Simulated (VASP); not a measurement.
Here is a VASP 6.6.1 calculation.

INCAR

```
PREC = Accurate ; ENCUT = 520
EDIFF = 1E-6 ; ISMEAR = -1
SIGMA = 0.02 ; LREAL = F
LASPH = T ; NELM = 100
ALGO = Normal ; ISIF = 2
LWAVE = F ; LCHARG = F
GGA = PE ; NBANDS = 26
```

File KPOINTS:

```
Automatic mesh
0
Gamma
  6 6 4
```

POSCAR

```
CdS
1.0
    4.4324862168      0.0000000000      0.0000000000
   -2.2162431084      3.8386456656      0.0000000000
    0.0000000000      0.0000000000      5.8308018859
Cd S
2 2
Direct
    0.3333333333      0.6666666667      0.2500000000
    0.6666666667      0.3333333333      0.7500000000
    0.6666666667      0.3333333333      0.2500000000
    0.3333333333      0.6666666667      0.7500000000
```

Potentials or basis: VASP PAW PBE potentials, release 64 (Cd, S).

The run is started by

```bash
$ cat potpaw_PBE.64/Cd/POTCAR potpaw_PBE.64/S/POTCAR > POTCAR
$ mpirun -np 1 vasp_std > vasp.out
```

Question: Predict the band gap on the k mesh.

Answer: 1.02 eV (least direct gap 1.27 eV).

Question: What does it give for the pressure?

Answer: 0.3 GPa.

Stress tensor (GPa, compression positive):
```
0.37 0.00 0.00
0.00 0.37 0.00
0.00 0.00 0.23
```

A k mesh can miss the band edges.
